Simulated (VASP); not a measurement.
Crystal: Al2Cu.

```xyz
3
Lattice="-2.0438 2.0438 2.8700 2.0438 -2.0438 2.8700 2.0438 2.0438 -2.8700" Properties=species:S:1:pos:R:3 pbc="T T T"
Cu    0.0000    0.0000    2.8700
Al    2.0438    0.0000    1.4350
Al    0.0000    2.0438    1.4350
```

Base run:

* Program: VASP 6.6.1
* Functional: PBE
* Potentials or basis: VASP PAW PBE potentials, release 64 (Cu, Al)
* Cutoff: 520 eV
* k mesh: 9 × 9 × 9
* Occupations: fermi-dirac, width 0.05 eV
* Spin: no spin polarisation

Its results: pressure 1.0 GPa.

The run is repeated on the same cell with these changes: functional from PBE to r2SCAN. What comes out?

Pressure -1.8 GPa.

Caveats: the PAW data sets were made with another functional, which shifts forces and pressure a little (some runs).
